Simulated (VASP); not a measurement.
SnTe (zincblende type), 2 atoms in the cell. The structure is cubic, space group F-43m (No. 216). Conventional cell: a = 5.730 Å, b = 5.730 Å, c = 5.730 Å, α = 90.00°, β = 90.00°, γ = 90.00°. Sn (site symmetry -43m) has 4 Te at 2.48 Å within 3.3 Å. Te (site symmetry -43m) has 4 Sn at 2.48 Å within 3.3 Å. 

| Quantity | Value |
| --- | --- |
| Program | VASP 6.6.1 |
| Task | single point |
| Functional | LDA |
| Potentials or basis | VASP PAW LDA potentials, release 64 (Sn_d, Te) |
| Cutoff | 520 eV |
| k mesh | 12 × 12 × 12 |
| Occupations | fermi-dirac, width 0.1 eV |
| Spin | no spin polarisation |
| Dipole correction | no |
| k mesh for the DOS | 18 × 18 × 18 |
| Occupations for the DOS | tetrahedron |
| Further INCAR settings | ALGO = Normal; EDIFF = 1e-07; NBANDS = 17 |

Potentials or basis: VASP PAW LDA potentials, release 64 (Sn_d, Te).

Command:

```bash
$ cat potpaw_LDA.64/Sn_d/POTCAR potpaw_LDA.64/Te/POTCAR > POTCAR
$ cp INCAR.step1 INCAR
$ cp KPOINTS.step1 KPOINTS
$ mpirun -np 1 vasp_std > vasp.out
$ cp INCAR.step2 INCAR
$ cp KPOINTS.step2 KPOINTS
$ mpirun -np 1 vasp_std > vasp.out
```

Hardware: 1 thread of Intel Xeon 8259CL (shared host).

Question: Estimate the wall time of this run.

Answer: Run time: 3 min on 1 thread of Intel Xeon 8259CL, on a shared host, peak memory 0.27 GiB. Counts: k points 195.
